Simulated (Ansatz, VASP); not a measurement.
One calculation of GaP, two programs

INCAR

```
SYSTEM = GaP
ALGO = Normal
EDIFF = 1E-6
ENCUT = 520
GGA = PE
ISIF = 2
ISMEAR = -1
LASPH = .True.
LCHARG = .True.
LELF = .True.
LREAL = .False.
LVHAR = .True.
LWAVE = .False.
NBANDS = 16
NELM = 100
PREC = Accurate
SIGMA = 0.05
```

The input KPOINTS:

```
k-points
0
Gamma
  10 10 10
  0 0 0
```

POSCAR

```
GaP
1.0
    0.0000000000      2.7252500000      2.7252500000
    2.7252500000      0.0000000000      2.7252500000
    2.7252500000      2.7252500000      0.0000000000
Ga P
1 1
Direct
    0.0000000000      0.0000000000      0.0000000000
    0.7500000000      0.7500000000      0.7500000000
```

Input for Ansatz:

```yaml
crystal:
  lattice:
    - [0.0, 2.72525, 2.72525]
    - [2.72525, 0.0, 2.72525]
    - [2.72525, 2.72525, 0.0]
  atoms:
    - { symbol: Ga, position: [0.0, 0.0, 0.0] }
    - { symbol: P, position: [0.75, 0.75, 0.75] }
kpoints:
  mp_grid: { grid: [10, 10, 10] }
  band_path:
    path:
      - [0.0, 0.0, 0.0]
      - [-0.5, -0.5, 0.0]
      - [-0.375, -0.375, 0.25]
      - [-0.375, 0.0, 0.375]
      - [0.0, 0.0, 0.0]
      - [0.0, 0.0, 0.5]
      - [-0.5, -0.25, 0.25]
      - [-0.5, -0.5, 0.0]
    npoints: 8
scf:
  occupations: { method: fermi_dirac, width: 0.05 }
hamiltonian:
  xc: pbe
  pseudopotentials: { kind: all_electron, lapw: { basis_error: 0.0005 } }
output:
  forces: true
  stress: true
  eigenvalues: true
  populations: true
  dos: { projected: true, de: 0.2, e_range: [-14, 8] }
```

Alike in both runs: task single point; functional PBE; k mesh 10 × 10 × 10; occupations fermi-dirac, width 0.05 eV; no spin polarisation.

|  | VASP | Ansatz |
| --- | --- | --- |
| version | VASP 6.6.1 | Ansatz 0.2.0 |
| potentials or method | VASP PAW PBE potentials, release 64 (Ga_d, P), cutoff 520 eV | all-electron LAPW, scalar-relativistic |

VASP gave:

```
pressure (GPa) : 2.4
```

Estimate Ansatz's values.

pressure (GPa): 2.5.

Ansatz ran all-electron here, and VASP with PAW potentials.
